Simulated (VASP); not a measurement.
Wanted: the native input for a VASP 6.6.1 run.

```yaml
Task: relaxation of cell and atoms
Functional: LDA
Potentials_or_basis: VASP PAW LDA potentials, release 64 (Ba_sv)
Cutoff: 500 eV
k_mesh: 12 × 12 × 12
Occupations: fermi-dirac, width 0.05 eV
Spin: no spin polarisation
Target_pressure: 2.3 GPa
Dipole_correction: no
Further_INCAR_settings: ALGO = Normal; EDIFF = 1e-07; IBRION = 2; EDIFFG = -0.005; NSW = 32; ISIF = 3
```

The structure of Ba lies in POSCAR:

```
Ba
1.0
   -2.2380084395      2.2380084395      2.2380084395
    2.2380084395     -2.2380084395      2.2380084395
    2.2380084395      2.2380084395     -2.2380084395
Ba
1
Direct
    0.0000000000      0.0000000000      0.0000000000
```

One way to write it, as run:

INCAR

```
ALGO = Normal
EDIFF = 1E-7
EDIFFG = -0.005
ENCUT = 500
GGA = CA
GGA_COMPAT = F
IBRION = 2
ISIF = 3
ISMEAR = -1
LASPH = T
LCHARG = F
LREAL = F
LWAVE = F
NELM = 120
NELMIN = 4
NSW = 32
PREC = Accurate
PSTRESS = 23.0
SIGMA = 0.05
```

KPOINTS

```
k-points
0
Gamma
  12 12 12
```

Potentials or basis: VASP PAW LDA potentials, release 64 (Ba_sv).

Command:

```sh
$ cat potpaw_LDA.64/Ba_sv/POTCAR > POTCAR
$ mpirun -np 1 vasp_std > vasp.out
```

It gave:

The relaxed volume is 45.65 Å³/atom, the relaxed cell is a = 3.900 Å, b = 3.900 Å, c = 3.900 Å, α = 109.47°, β = 109.47°, γ = 109.47° and the space group after relaxing (to 0.05 Å) is Im-3m (No. 229). The energy change on relaxing (the enthalpy is what falls) is -12.4 meV/atom, the ionic steps are 3 and the pressure after relaxing is 2.3 GPa. The band gap on the k mesh is zero (band 5 reaches 3.57 eV, above the bottom of band 6 at 1.54 eV).

Caveat: the cell is relaxed towards a set pressure, so the enthalpy falls and the energy may rise; spin-orbit coupling is left out, which moves the levels of the heavy elements.

Run time: 77 s on 1 thread of Intel Xeon 8259CL, on a shared host, peak memory 0.16 GiB.
